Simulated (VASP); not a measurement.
# Al (Fm-3m) in VASP: notebook, part 2 of 2

VASP 6.6.1.

## Step 4: Single point, revPBE

This run uses another cell than the first one, of 16.60 Å³/atom, 1.042 times its volume.

The input, INCAR:

```
PREC = Accurate
ENCUT = 520
EDIFF = 1E-6
ISMEAR = -1
SIGMA = 0.05
LREAL = F
LASPH = T
NELM = 80
ALGO = Normal
ISIF = 2
LWAVE = F
LCHARG = F
GGA = RE
NBANDS = 8
```

The input, KPOINTS:

```
Automatic mesh
0
Gamma
  11 11 11
```

The input, POSCAR:

```
Al
1.0
    0.0000000000      2.0248050000      2.0248050000
    2.0248050000      0.0000000000      2.0248050000
    2.0248050000      2.0248050000      0.0000000000
Al
1
Direct
    0.0000000000      0.0000000000      0.0000000000
```

Potentials or basis: VASP PAW PBE potentials, release 64 (Al).

On the command line:

```sh
> cat potpaw_PBE.64/Al/POTCAR > POTCAR
> mpirun -np 1 vasp_std > vasp.out
```

OUTCAR:

```text
PREC = Accurate
   ENCUT = 520
   EDIFF = 1E-6
   ISMEAR = -1
   LREAL = F
   LASPH = T
   NELM = 80
   ISIF = 2
   GGA = RE

 ion  position               nearest neighbor table
   1  0.000  0.000  0.000-

  LATTYP: Found a face centered cubic cell.
 ALAT       =     4.0496100000

  Lattice vectors:

 A1 = (   0.0000000000,   2.0248050000,   2.0248050000)
 A2 = (   2.0248050000,   0.0000000000,   2.0248050000)
 A3 = (   2.0248050000,   2.0248050000,   0.0000000000)

Analysis of symmetry for initial positions (statically):
=====================================================================
 Subroutine PRICEL returns:
 Original cell was already a primitive cell.

 Routine SETGRP: Setting up the symmetry group for a
 face centered cubic supercell.

 Subroutine GETGRP returns: Found 48 space group operations
[... 9 lines left out ...]

 Routine SETGRP: Setting up the symmetry group for a
 face centered cubic supercell.

 Subroutine GETGRP returns: Found 48 space group operations
 (whereof 48 operations were pure point group operations)
 out of a pool of 48 trial point group operations.

The dynamic configuration has the point symmetry O_h .

 Subroutine INISYM returns: Found 48 space group operations
 (whereof 48 operations are pure point group operations),
 and found     1 'primitive' translations

----------------------------------------------------------------------------------------

                                     Primitive cell

  volume of cell :      16.6027

  direct lattice vectors                    reciprocal lattice vectors
     0.000000000  2.024805000  2.024805000    -0.246937359  0.246937359  0.246937359
     2.024805000  0.000000000  2.024805000     0.246937359 -0.246937359  0.246937359
     2.024805000  2.024805000  0.000000000     0.246937359  0.246937359 -0.246937359

[... 93 lines left out ...]
   NUPDOWN=      -1.0000    fix difference up-down
   EMIN   =  10.00;   EMAX   =-10.00  energy-range for DOS
   EFERMI =   0.00;   METHOD = LEGACY
   ISMEAR =    -1;   SIGMA  =   0.05  broadening in eV -4-tet -1-fermi 0-gaus
   EFERMI_NEDOS =   21; number of points for ismear=-14 and -15
   IALGO  =     38    algorithm
   IMIX   =      4    mixing-type and parameters
     AMIX     =   0.40;   BMIX     =  1.00
     AMIX_MAG =   1.60;   BMIX_MAG =  1.00
  volume/ion in A,a.u.               =      16.60       112.04
  Fermi-wavevector in a.u.,A,eV,Ry     =   0.925526  1.748991 11.654733  0.856599
  Thomas-Fermi vector in A             =   2.051390
   LORBIT       =      0    0 simple, 1 ext, 2 COOP (PROOUT), +10 PAW based schemes
   GGA     = RE    functional components
   LHFCALC =     F    Hartree Fock is set to
   AEXX    =    0.0000 exact exchange contribution
   IVDW    =     0    specifies the selected vdW correction
   LEPSILON=     F    determine dielectric tensor
   LRPA    =     F    only Hartree local field effects (RPA)
 non-spin polarized calculation
  energy-cutoff  :      520.00
  volume of cell :       16.60
 maximum number of plane-waves:       459
 NGX is ok and might be reduce to    24
   NGX = 11   NGY = 11   NGZ = 11

 number of electron       3.0000000 magnetization

 Free energy of the ion-electron system (eV)
  ---------------------------------------------------
  ext. energy  EPLUGINS =         0.00000000
  ---------------------------------------------------
  free energy    TOTEN  =        -3.56372509 eV

  energy without entropy =       -3.55971997  energy(sigma->0) =       -3.56172253

 E-fermi :   8.0207     XC(G=0): -10.1328

 val. band max:        8.0088571973   @ k =  -0.4545   0.3636   0.0000
 cond. band min:       8.0431816724   @ k =   0.4545   0.1818   0.0909
 fundamental gap:      0.0343244751
 Fermi energy:         8.0206967878

 k-point     1 :       0.0000    0.0000    0.0000
  band No.  band energies     occupation
      1      -3.0837      2.00000
      2      20.5739      0.00000
      3      20.5739      0.00000
      4      20.5739      0.00000
      5      22.1249      0.00000
      6      22.1249      0.00000
      7      22.1249      0.00000
      8      24.3707      0.00000
[... 243 lines left out ...]
 k-point    24 :      -0.1818    0.1818    0.0000
  band No.  band energies     occupation
      1      -0.7154      2.00000
      2      11.8164      0.00000
      3      13.2842      0.00000
      4      19.8555      0.00000
      5      21.8624      0.00000
      6      22.8856      0.00000
      7      24.0572      0.00000
      8      24.9810      0.00000

 [... further k-points ...]
[... 5 lines left out ...]
  --------------------------------------------------------------------------------------
  -------------------------------------------------------------------------------------
  Total        0.0549028      0.0549028      0.0549028      0.0000000     -0.0000000      0.0000000
  in kB        5.2981681      5.2981681      5.2981681      0.0000000     -0.0000000      0.0000000
  external PRESSURE =       5.2981681 kB  Pullay stress =       0.0000000 kB

 VOLUME and BASIS-vectors are now :
 -----------------------------------------------------------------------------
  energy-cutoff  :      520.00
  volume of cell :       16.60
      direct lattice vectors                 reciprocal lattice vectors
     0.000000000  2.024805000  2.024805000    -0.246937359  0.246937359  0.246937359
     2.024805000  0.000000000  2.024805000     0.246937359 -0.246937359  0.246937359
     2.024805000  2.024805000  0.000000000     0.246937359  0.246937359 -0.246937359

 POSITION                                       TOTAL-FORCE (eV/Angst)
 -----------------------------------------------------------------------------------
      0.00000      0.00000      0.00000         0.000000     -0.000000      0.000000
 -----------------------------------------------------------------------------------
    total drift:                                0.000000      0.000000      0.000000

  FREE ENERGIE OF THE ION-ELECTRON SYSTEM (eV)
  ---------------------------------------------------
  free  energy   TOTEN  =        -3.5637250912 eV

  energy  without entropy=       -3.5597199727  energy(sigma->0) =       -3.56172253
```

OSZICAR:

```text
N       E                     dE             d eps       ncg     rms          rms(c)
DAV:   1    -0.207502421404E+01   -0.20750E+01   -0.82451E+02   896   0.201E+02
DAV:   2    -0.357711914279E+01   -0.15021E+01   -0.14529E+01  1248   0.191E+01
DAV:   3    -0.358521700180E+01   -0.80979E-02   -0.80924E-02  1208   0.159E+00
DAV:   4    -0.358523413345E+01   -0.17132E-04   -0.17132E-04  1352   0.662E-02
DAV:   5    -0.358523418154E+01   -0.48090E-07   -0.47852E-07  1192   0.198E-03    0.171E+00
DAV:   6    -0.357310227843E+01    0.12132E-01   -0.14985E-03  1152   0.208E-01    0.992E-01
DAV:   7    -0.356374006960E+01    0.93622E-02   -0.45750E-03  1176   0.336E-01    0.179E-01
DAV:   8    -0.356372804393E+01    0.12026E-04   -0.13580E-05  1368   0.260E-02    0.328E-02
DAV:   9    -0.356372539303E+01    0.26509E-05   -0.11657E-06  1232   0.552E-03    0.590E-04
DAV:  10    -0.356372509123E+01    0.30180E-06   -0.55984E-09   840   0.575E-04
   1 F= -.35637251E+01 E0= -.35617225E+01  d E =-.400512E-02
```

Run time: 8.2 s. Hardware: 1 thread of Intel Xeon 8259CL, shared host; peak memory 0.13 GiB.

Results:

```yaml
Free_energy: -3.5637 eV
Pressure: 0.5 GPa
```

Levels at points of the mesh, in eV from the Fermi level:
```tsv
k point	band 1	band 2	band 3	band 4	band 5	band 6
(0.00, 0.00, 0.00)	-11.10	12.55	12.55	12.55	14.10	14.10
```

Caveat: the PAW data sets were made with another functional, which shifts forces and pressure a little.

## Step 5: Single point, BLYP+D3(BJ)

This run uses another cell than the first one, of 15.61 Å³/atom, 0.979 times its volume.

The input, INCAR:

```
PREC = Accurate ; ENCUT = 520
EDIFF = 1E-7 ; ISMEAR = -1
SIGMA = 0.05 ; LREAL = False
LASPH = True ; NELM = 100
ALGO = Normal ; ISIF = 2
LWAVE = False ; LCHARG = False
GGA = B5 ; ALDAX = 1.0
AGGAX = 1.0 ; AGGAC = 1.0
ALDAC = 0.0 ; IVDW = 12
VDW_S6 = 1.0 ; VDW_S8 = 2.6996
VDW_A1 = 0.4298 ; VDW_A2 = 4.2359
NBANDS = 8
```

KPOINTS is that of step 4.

The input, POSCAR:

```
Al
1.0
    0.0000000000      1.9834708509      1.9834708509
    1.9834708509      0.0000000000      1.9834708509
    1.9834708509      1.9834708509      0.0000000000
Al
1
Direct
    0.0000000000      0.0000000000      0.0000000000
```

On the command line:

```sh
> cat potpaw_PBE.64/Al/POTCAR > POTCAR
> mpirun -np 1 vasp_std > vasp.out
```

Run time: 14 s. Hardware: 1 thread of Intel Xeon 8259CL, shared host; peak memory 0.14 GiB.

Results (log left out):

* Free energy: -3.4931 eV
* Pressure: -0.4 GPa
* Dispersion energy per atom: -0.821 eV

Levels at points of the mesh, in eV from the Fermi level:
```tsv
k point	band 1	band 2	band 3	band 4	band 5	band 6
(0.00, 0.00, 0.00)	-11.52	12.87	12.87	12.87	14.65	14.65
```

Caveat: the PAW data sets were made with another functional, which shifts forces and pressure a little; pairwise dispersion overbinds metals, which lowers pressure and volume.

## Step 6: Single point, BLYP+D3(BJ)

The input, INCAR:

```
PREC = Accurate
ENCUT = 520
EDIFF = 1E-7
ISMEAR = -1
SIGMA = 0.05
LREAL = F
LASPH = T
NELM = 60
ALGO = Fast
ISIF = 2
LWAVE = F
LCHARG = F
GGA = B5
ALDAX = 1.0
AGGAX = 1.0
AGGAC = 1.0
ALDAC = 0.0
IVDW = 12
VDW_S6 = 1.0
VDW_S8 = 2.6996
VDW_A1 = 0.4298
VDW_A2 = 4.2359
NBANDS = 8
```

The input, KPOINTS:

```
regular mesh
0
Gamma
  11 11 11
```

The input, POSCAR:

```
Al
1.0
    0.0000000000      1.9974394157      1.9974394157
    1.9974394157      0.0000000000      1.9974394157
    1.9974394157      1.9974394157      0.0000000000
Al
1
Direct
    0.0000000000      0.0000000000      0.0000000000
```

Potentials or basis: VASP PAW PBE potentials, release 64 (Al).

On the command line:

```sh
> cat potpaw_PBE.64/Al/POTCAR > POTCAR
> mpirun -np 1 vasp_std > vasp.out
```

Run time: 18 s. Hardware: 1 thread of Intel Xeon 8259CL, shared host; peak memory 0.14 GiB.

Results (log left out):

* Free energy: -3.4907 eV
* Pressure: -1.9 GPa
* Dispersion energy per atom: -0.804 eV

Levels at points of the mesh, in eV from the Fermi level:
| k point | band 1 | band 2 | band 3 | band 4 |
| --- | --- | --- | --- | --- |
| (0.00, 0.00, 0.00) | -11.38 | 12.75 | 12.75 | 12.75 |

Caveat: the PAW data sets were made with another functional, which shifts forces and pressure a little; pairwise dispersion overbinds metals, which lowers pressure and volume.

## Step 7: The runs side by side

```tsv
level	cell	gap on the mesh (eV)	pressure (GPa)
revPBE	a = 2.825 Å, angles 60.0°, 1 atom	none	4.1
revPBE	a = 2.844 Å, angles 60.0°, 1 atom	none	2.2
revPBE	a = 2.864 Å, angles 60.0°, 1 atom	none	0.5
BLYP+D3(BJ)	a = 2.805 Å, angles 60.0°, 1 atom	none	-0.4
BLYP+D3(BJ)	a = 2.825 Å, angles 60.0°, 1 atom	none	-1.9
```

Alike in all rows: task single point; potentials or basis VASP PAW PBE potentials, release 64 (Al); no spin polarisation; k mesh 11 × 11 × 11; cutoff (eV) 520; smearing fermi-dirac 0.05 eV.

Caveats: the PAW data sets were made with another functional, which shifts forces and pressure a little; pairwise dispersion overbinds metals, which lowers pressure and volume (some runs).

Total energies depend on the potentials used, so only differences within one code and one set of settings carry meaning.
